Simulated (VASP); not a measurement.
A run of VASP 6.6.1:

File INCAR:

```
SYSTEM = C
ALGO = Normal
EDIFF = 1E-7
ENCUT = 520
GGA = PE
ISIF = 2
ISMEAR = 0
LASPH = .TRUE.
LCHARG = .FALSE.
LREAL = .FALSE.
LWAVE = .FALSE.
NBANDS = 16
NELM = 100
PREC = Accurate
SIGMA = 0.6
```

Contents of KPOINTS:

```
k-points
0
G
  15 15 4
  0 0 0
```

POSCAR

```
C
1.0
    2.4665665061      0.0000000000      0.0000000000
   -1.2332832531      2.1361092544      0.0000000000
    0.0000000000      0.0000000000      8.5267424969
C
4
Direct
    1.0000000000      1.0000000000      0.2500000000
    0.0000000000      0.0000000000      0.7500000000
    0.3333333333      0.6666666667      0.2500000000
    0.6666666667      0.3333333333      0.7500000000
```

Potentials or basis: VASP PAW PBE potentials, release 64 (C).

Command:

```sh
$ cat potpaw_PBE.64/C/POTCAR > POTCAR
$ mpirun -np 1 vasp_std > vasp.out
```

Hardware: 1 thread of Intel Xeon 8259CL (shared host).

**Question.** How long does it take, and how much memory?

**Answer.** Wall time 68 s on 1 thread of Intel Xeon 8259CL, with other jobs on the host, peak memory 0.17 GiB. Counts: scf iterations 14, k points 81.
